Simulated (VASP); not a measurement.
# ZnS (F-43m) in VASP: a series of runs

Aim: see how the results for ZnS move with the level of theory and the settings. Levels: r2SCAN, PBE. Tasks: single point.

All numbers are computed with VASP 6.6.1; they aren't measurements. Logs are shortened: lines on timing, memory, paths and dates and some standing lists are left out, and cuts for length are marked.

**What was measured.**

“Electronic, vibrational, and thermodynamic properties of ZnS (zincblende and rocksalt structure)”, 2009, arxiv:0911.5022 quotes, for a bulk crystal of ZnS at 19 K: band gap 3.85 eV (direct).

How close the calculation comes is told below.

### Step 1. The cell of the first run

The structure is cubic, space group F-43m (No. 216). The conventional cell has a = 5.334 Å, b = 5.334 Å, c = 5.334 Å, α = 90.00°, β = 90.00°, γ = 90.00°. Within 3.1 Å of Zn (site symmetry -43m) lie 4 S at 2.31 Å. S (site symmetry -43m) has 4 Zn at 2.31 Å within 3.1 Å.

### Step 2. Single point, r2SCAN (volume changed by -3%)

Input file POSCAR:

```
ZnS
1.0
    0.0000000000      2.6668806145      2.6668806145
    2.6668806145      0.0000000000      2.6668806145
    2.6668806145      2.6668806145      0.0000000000
Zn S
1 1
Direct
    0.2500000000      0.2500000000      0.2500000000
    0.0000000000      0.0000000000      0.0000000000
```

Input file INCAR.step1:

```
  ALGO = Normal
  EDIFF = 1E-4
  ENCUT = 520
  GGA = PE
  ISMEAR = 0
  LASPH = T
  LCHARG = F
  LREAL = F
  LWAVE = T
  NBANDS = 16
  NELM = 60
  PREC = Accurate
  SIGMA = 0.01
```

Input file INCAR.step2:

```
  ALGO = Normal
  EDIFF = 1E-7
  ENCUT = 520
  ISIF = 2
  ISMEAR = 0
  ISTART = 1
  LASPH = T
  LCHARG = F
  LMIXTAU = T
  LREAL = F
  LWAVE = F
  METAGGA = R2SCAN
  NBANDS = 16
  NELM = 60
  PREC = Accurate
  SIGMA = 0.01
```

Input file KPOINTS:

```
k-points
0
Gamma
  6 6 6
```

Potentials or basis: VASP PAW PBE potentials, release 64 (Zn, S).

Launch:

```
$ cat potpaw_PBE.64/Zn/POTCAR potpaw_PBE.64/S/POTCAR > POTCAR
$ cp INCAR.step1 INCAR
$ mpirun -np 1 vasp_std > vasp.out
$ cp INCAR.step2 INCAR
$ mpirun -np 1 vasp_std > vasp.out
```

OUTCAR:

```text
EDIFF = 1E-7
   ENCUT = 520
   ISIF = 2
   ISMEAR = 0
   ISTART = 1
   LASPH = T
   LREAL = F
   METAGGA = R2SCAN
   NELM = 60
   PREC = Accurate

 ion  position               nearest neighbor table
   1  0.250  0.250  0.250-   2 2.31   2 2.31   2 2.31   2 2.31
   2  0.000  0.000  0.000-   1 2.31   1 2.31   1 2.31   1 2.31

  LATTYP: Found a face centered cubic cell.
 ALAT       =     5.3337612290

  Lattice vectors:

 A1 = (   0.0000000000,   2.6668806145,   2.6668806145)
 A2 = (   2.6668806145,   0.0000000000,   2.6668806145)
 A3 = (   2.6668806145,   2.6668806145,   0.0000000000)

Analysis of symmetry for initial positions (statically):
=====================================================================
 Subroutine PRICEL returns:
 Original cell was already a primitive cell.

 Routine SETGRP: Setting up the symmetry group for a
 face centered cubic supercell.

 Subroutine GETGRP returns: Found 24 space group operations
 (whereof 24 operations were pure point group operations)
 out of a pool of 48 trial point group operations.

The static configuration has the point symmetry T_d .

Analysis of symmetry for dynamics (positions and initial velocities):
=====================================================================
 Subroutine PRICEL returns:
 Original cell was already a primitive cell.

 Routine SETGRP: Setting up the symmetry group for a
 face centered cubic supercell.

 Subroutine GETGRP returns: Found 24 space group operations
 (whereof 24 operations were pure point group operations)
 out of a pool of 48 trial point group operations.

The dynamic configuration has the point symmetry T_d .

 Subroutine INISYM returns: Found 24 space group operations
 (whereof 24 operations are pure point group operations),
 and found     1 'primitive' translations

----------------------------------------------------------------------------------------

                                     Primitive cell

  volume of cell :      37.9351

  direct lattice vectors                    reciprocal lattice vectors
     0.000000000  2.666880615  2.666880615    -0.187484958  0.187484958  0.187484958
     2.666880615  0.000000000  2.666880615     0.187484958 -0.187484958  0.187484958
     2.666880615  2.666880615  0.000000000     0.187484958  0.187484958 -0.187484958

  length of vectors
     3.771538734  3.771538734  3.771538734     0.324733473  0.324733473  0.324733473

  position of ions in fractional coordinates (direct lattice)
     0.250000000  0.250000000  0.250000000
     0.000000000  0.000000000  0.000000000

  ion indices of the primitive-cell ions
   primitive index   ion index
                 1           1
                 2           2

----------------------------------------------------------------------------------------

 KPOINTS: k-points

Automatic generation of k-mesh.
 Grid dimensions read from file:
 generate k-points for:    6    6    6

 Generating k-lattice:

  Cartesian coordinates                     Fractional coordinates (reciprocal lattice)
    -0.031247493  0.031247493  0.031247493     0.166666667  0.000000000  0.000000000
     0.031247493 -0.031247493  0.031247493     0.000000000  0.166666667  0.000000000
     0.031247493  0.031247493 -0.031247493     0.000000000  0.000000000  0.166666667

  Length of vectors
     0.054122245  0.054122245  0.054122245

  Shift w.r.t. Gamma in fractional coordinates (k-lattice)
     0.000000000  0.000000000  0.000000000

 Subroutine IBZKPT returns following result:
 ===========================================

 Found     16 irreducible k-points:

 Following reciprocal coordinates:
            Coordinates               Weight
  0.000000  0.000000  0.000000      1.000000
  0.166667  0.000000  0.000000      8.000000
  0.333333  0.000000  0.000000      8.000000
  0.500000  0.000000  0.000000      4.000000
  0.166667  0.166667  0.000000      6.000000
  0.333333  0.166667  0.000000     24.000000
[... 8 lines left out ...]
 -0.333333  0.333333  0.166667     24.000000
 -0.333333  0.500000  0.166667     12.000000
   k-points           NKPTS =     16   k-points in BZ     NKDIM =     16   number of bands    NBANDS=     16
   number of dos      NEDOS =    301   number of ions     NIONS =      2
   total plane-waves  NPLWV =  21952
   dimension x,y,z NGX =    28 NGY =   28 NGZ =   28
   dimension x,y,z NGXF=    56 NGYF=   56 NGZF=   56
   ions per type =               1   1
   NGX,Y,Z   is equivalent  to a cutoff of  12.34, 12.34, 12.34 a.u.
   NGXF,Y,Z  is equivalent  to a cutoff of  24.68, 24.68, 24.68 a.u.
 SYSTEM =  unknown system
   PREC   = accura    normal or accurate (medium, high low for compatibility)
   ISTART =      1    job   : 0-new  1-cont  2-samecut
   ICHARG =      0    charge: 1-file 2-atom 10-const
   ISPIN  =      1    spin polarized calculation?
   LNONCOLLINEAR =      F non collinear calculations
   LSORBIT =      F    spin-orbit coupling
   LASPH  =      T    aspherical Exc in radial PAW
   ENCUT  =  520.0 eV  38.22 Ry    6.18 a.u.   7.01  7.01  7.01*2*pi/ulx,y,z
   NELM   =     60;   NELMIN=  2; NELMDL=  0     # of ELM steps
   EDIFF  = 0.1E-06   stopping-criterion for ELM
   LREAL  =      F    real-space projection
   EDIFFG = 0.1E-05   stopping-criterion for IOM
   NSW    =      0    number of steps for IOM
   IBRION =     -1    ionic relax: 0-MD 1-quasi-New 2-CG
   NFREE  =      0    steps in history (QN), initial steepest desc. (CG)
   ISIF   =      2    stress and relaxation
   ISYM   =      2    0-nonsym 1-usesym 2-fastsym
   POTIM  = 0.5000    time-step for ionic-motion
   TEBEG  =    0.0;   TEEND  =   0.0 temperature during run
   PSTRESS=    0.0 pullay stress
   NELECT =      18.0000    total number of electrons
   NUPDOWN=      -1.0000    fix difference up-down
   EMIN   =  10.00;   EMAX   =-10.00  energy-range for DOS
   EFERMI =   0.00;   METHOD = LEGACY
   ISMEAR =     0;   SIGMA  =   0.01  broadening in eV -4-tet -1-fermi 0-gaus
   EFERMI_NEDOS =   21; number of points for ismear=-14 and -15
   IALGO  =     38    algorithm
   IMIX   =      4    mixing-type and parameters
     AMIX     =   0.40;   BMIX     =  1.00
     AMIX_MAG =   1.60;   BMIX_MAG =  1.00
  volume/ion in A,a.u.               =      18.97       128.00
  Fermi-wavevector in a.u.,A,eV,Ry     =   1.276886  2.412964 22.183450  1.630438
  Thomas-Fermi vector in A             =   2.409517
   LORBIT       =      0    0 simple, 1 ext, 2 COOP (PROOUT), +10 PAW based schemes
   METAGGA = R2SCAN    functional components
   LHFCALC =     F    Hartree Fock is set to
   AEXX    =    0.0000 exact exchange contribution
   IVDW    =     0    specifies the selected vdW correction
   LEPSILON=     F    determine dielectric tensor
   LRPA    =     F    only Hartree local field effects (RPA)
 non-spin polarized calculation
 Gauss-broadening in eV      SIGMA  =   0.01
  energy-cutoff  :      520.00
  volume of cell :       37.94
 maximum number of plane-waves:      1034
   NGX = 13   NGY = 13   NGZ = 13

 number of electron      18.0000019 magnetization

 Free energy of the ion-electron system (eV)
  ---------------------------------------------------
  ext. energy  EPLUGINS =         0.00000000
  ---------------------------------------------------
  free energy    TOTEN  =       -18.85451010 eV

  energy without entropy =      -18.85451010  energy(sigma->0) =      -18.85451010

 E-fermi :   2.2561     XC(G=0): -10.4838

 val. band max:        2.2107830160   @ k =   0.0000   0.0000   0.0000
 cond. band min:       5.0702046787   @ k =   0.0000   0.0000   0.0000
 fundamental gap:      2.8594216626
 Fermi energy:         2.2560879769

 k-point     1 :       0.0000    0.0000    0.0000
  band No.  band energies     occupation
      1     -11.7559      2.00000
      2      -4.4565      2.00000
      3      -4.4565      2.00000
      4      -4.4564      2.00000
      5      -3.8591      2.00000
      6      -3.8591      2.00000
[... 8 lines left out ...]
     15      14.5565      0.00000
     16      14.9934      0.00000

 k-point     2 :       0.1667    0.0000    0.0000
  band No.  band energies     occupation
      1     -11.5342      2.00000
      2      -4.4507      2.00000
      3      -4.4160      2.00000
      4      -4.4160      2.00000
      5      -3.8612      2.00000
      6      -3.8612      2.00000
[... 8 lines left out ...]
     15      13.7271      0.00000
     16      15.7164      0.00000

 k-point     3 :       0.3333    0.0000    0.0000
  band No.  band energies     occupation
      1     -11.0292      2.00000
      2      -4.3471      2.00000
      3      -4.3470      2.00000
      4      -4.2885      2.00000
      5      -3.8465      2.00000
      6      -3.8464      2.00000
[... 8 lines left out ...]
     15      14.4328      0.00000
     16      14.8059      0.00000

 k-point     4 :       0.5000    0.0000    0.0000
  band No.  band energies     occupation
      1     -10.7352      2.00000
      2      -4.3214      2.00000
      3      -4.3213      2.00000
      4      -3.8264      2.00000
      5      -3.8263      2.00000
      6      -3.6533      2.00000
[... 8 lines left out ...]
     15      16.3727      0.00000
     16      16.3728      0.00000
[... 172 lines left out ...]
 k-point    14 :       0.5000    0.3333    0.1667
  band No.  band energies     occupation
      1     -10.6776      2.00000
      2      -4.3573      2.00000
      3      -4.2473      2.00000
      4      -4.1196      2.00000
      5      -3.8352      2.00000
      6      -3.7856      2.00000
[... 8 lines left out ...]
     15      17.1245      0.00000
     16      17.8087      0.00000

 k-point    15 :      -0.3333    0.3333    0.1667
  band No.  band energies     occupation
      1     -10.4770      2.00000
      2      -4.3058      2.00000
      3      -4.1989      2.00000
      4      -3.9280      2.00000
      5      -3.8761      2.00000
      6      -3.5256      2.00000
[... 8 lines left out ...]
     15      16.9255      0.00000
     16      17.5976      0.00000

 k-point    16 :      -0.3333    0.5000    0.1667
  band No.  band energies     occupation
      1     -10.3850      2.00000
      2      -4.3561      2.00000
      3      -4.1111      2.00000
      4      -4.0114      2.00000
      5      -3.8355      2.00000
      6      -3.4741      2.00000
[... 8 lines left out ...]
     15      16.9460      0.00000
     16      18.0903      0.00000

------------------------ aborting loop because EDIFF is reached ----------------------------------------

  FORCE on cell =-STRESS in cart. coord.  units (eV):
  Direction    XX          YY          ZZ          XY          YZ          ZX
  --------------------------------------------------------------------------------------
  -------------------------------------------------------------------------------------
  Total        0.6233101      0.6233101      0.6233101     -0.0000000     -0.0000000      0.0000000
  in kB       26.3253424     26.3253424     26.3253424     -0.0000000     -0.0000000      0.0000000
  external PRESSURE =      26.3253424 kB  Pullay stress =       0.0000000 kB

 VOLUME and BASIS-vectors are now :
 -----------------------------------------------------------------------------
  energy-cutoff  :      520.00
  volume of cell :       37.94
      direct lattice vectors                 reciprocal lattice vectors
     0.000000000  2.666880615  2.666880615    -0.187484958  0.187484958  0.187484958
     2.666880615  0.000000000  2.666880615     0.187484958 -0.187484958  0.187484958
     2.666880615  2.666880615  0.000000000     0.187484958  0.187484958 -0.187484958

 POSITION                                       TOTAL-FORCE (eV/Angst)
 -----------------------------------------------------------------------------------
      1.33344      1.33344      1.33344        -0.000000     -0.000000      0.000000
      0.00000      0.00000      0.00000         0.000000      0.000000     -0.000000
 -----------------------------------------------------------------------------------
    total drift:                               -0.000012     -0.000012     -0.000012

  FREE ENERGIE OF THE ION-ELECTRON SYSTEM (eV)
  ---------------------------------------------------
  free  energy   TOTEN  =       -18.8545101040 eV

  energy  without entropy=      -18.8545101040  energy(sigma->0) =      -18.85451010
```

Wall time 63 s (1 thread of Intel Xeon Platinum 8259CL at 2.50GHz (Skylake/Cascade Lake), shared host); peak memory 0.16 GiB.

Results:

| Property | Result |
| --- | --- |
| Free energy | -18.8545 eV |
| Pressure | 2.6 GPa |
| Band gap on the k mesh | 2.86 eV, direct |

Levels at points of the mesh, in eV from the valence-band top:
```tsv
k point	band 6	band 7	band 8	band 9	band 10	band 11	band 12	band 13
(0.00, 0.00, 0.00)	-6.07	0.00	0.00	0.00	2.86	6.87	6.87	6.87
(0.50, 0.00, 0.00)	-5.86	-5.67	-0.95	-0.95	3.89	7.36	7.36	9.57
(0.50, 0.50, 0.00)	-5.84	-4.78	-2.43	-2.43	3.64	4.47	12.08	13.10
```

Caveat: the PAW data sets were made with another functional, which shifts forces and pressure a little.

[end of part 1 of 2]
